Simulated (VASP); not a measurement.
A run of VASP 6.6.1 is set up as follows.

File INCAR:

```
SYSTEM = HfC
PREC = Accurate ; ENCUT = 520
EDIFF = 1E-6 ; ISMEAR = -1
SIGMA = 0.1 ; LREAL = .FALSE.
LASPH = .TRUE. ; NELM = 100
ALGO = Normal ; ISIF = 2
LWAVE = .FALSE. ; LCHARG = .FALSE.
GGA = PE ; NBANDS = 14
```

KPOINTS

```
Automatic mesh
0
G
  17 17 17
  0 0 0
```

POSCAR

```
HfC
1.0
    0.0000000000      2.1413736997      2.1413736997
    2.1413736997      0.0000000000      2.1413736997
    2.1413736997      2.1413736997      0.0000000000
Hf C
1 1
Direct
    0.0000000000      0.0000000000      0.0000000000
    0.5000000000      0.5000000000      0.5000000000
```

Potentials or basis: VASP PAW PBE potentials, release 64 (Hf_pv, C).

Command:

```console
$ cat potpaw_PBE.64/Hf_pv/POTCAR potpaw_PBE.64/C/POTCAR > POTCAR
$ mpirun -np 1 vasp_std > vasp.out
```

Predict the pressure.

95.6 GPa.

Predict the band gap on the k mesh.

zero (bands 7 and 8 overlap by 1.57 eV).

Caveat: the cell stands under pressure; spin-orbit coupling is left out, which moves the levels of the heavy elements.
